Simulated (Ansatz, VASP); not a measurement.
Hf: VASP beside Ansatz

```
Hf
1.0
     3.19670    0.00000    0.00000
    -1.59835    2.76842    0.00000
     0.00000    0.00000    5.24747
Hf
2
Direct
  0.33333 0.66667 0.25000
  0.66667 0.33333 0.75000
```

Change from the starting cell: strain +0.0375 x Voigt [0, 0, 1, 0, 0, 0], atoms carried along.

Alike in both runs: task single point; functional PBEsol; k mesh 18 × 18 × 10; occupations gaussian, width 0.15 eV; no spin polarisation.

```csv
,VASP,Ansatz
version,VASP 6.6.1,Ansatz 0.2.0
potentials or method,"VASP PAW PBE potentials, release 64 (Hf_pv), cutoff 520 eV","scalar-relativistic, plane waves, PAW"
valence electrons in the cell,20,52
```

Ansatz gave:

```
gap on the k mesh at the Fermi level (eV)                     : none
pressure (GPa)                                                : -7.2
traceless stress, the component that is largest in VASP (GPa) : -2.81
```

Question: Which values does VASP return?

Answer: gap on the k mesh at the Fermi level (eV): none; pressure (GPa): -7.6; traceless stress, the component that is largest in VASP (GPa): -2.86.

VASP's potentials were made for PBE, not for PBEsol. A gap of «none» marks a metal or a gap that the smearing closes. VASP's potentials hold 20 valence electrons a cell and Ansatz's 52, so a difference there can come from the potentials and not from the codes.

Spin-orbit coupling is off throughout.
